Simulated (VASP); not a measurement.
Input of a VASP 6.6.1 run:

Contents of INCAR:

```
PREC = Accurate
ENCUT = 520
EDIFF = 1E-6
ISMEAR = 0
SIGMA = 0.1
LREAL = False
LASPH = True
NELM = 60
ALGO = Normal
ISIF = 2
LWAVE = False
LCHARG = True
GGA = PE
LELF = True
LVHAR = True
NBANDS = 20
```

KPOINTS

```
Automatic mesh
0
Gamma
  4 4 4
```

File POSCAR:

```
BeHF3
1.0
    3.7688200700      0.0000000000      0.0000000000
    0.0000000000      3.7688200700      0.0000000000
    0.0000000000      0.0000000000      3.7688200700
Be H F
1 1 3
Direct
    0.5000000000      0.5000000000      0.5000000000
    0.0000000000      0.0000000000      0.0000000000
    0.0000000000      0.5000000000      0.5000000000
    0.5000000000      0.0000000000      0.5000000000
    0.5000000000      0.5000000000      0.0000000000
```

Potentials or basis: VASP PAW PBE potentials, release 64 (Be, H, F).

Command:

```sh
$ cat potpaw_PBE.64/Be/POTCAR potpaw_PBE.64/H/POTCAR potpaw_PBE.64/F/POTCAR > POTCAR
$ mpirun -np 1 vasp_std > vasp.out
```

(1) Estimate the pressure.

(2) Predict the band gap on the k mesh.

Answers

(1) -16.8 GPa.

(2) zero (bands 12 and 13 overlap by 0.34 eV).

Caveat: the k points lie up to 0.42 Å⁻¹ apart.
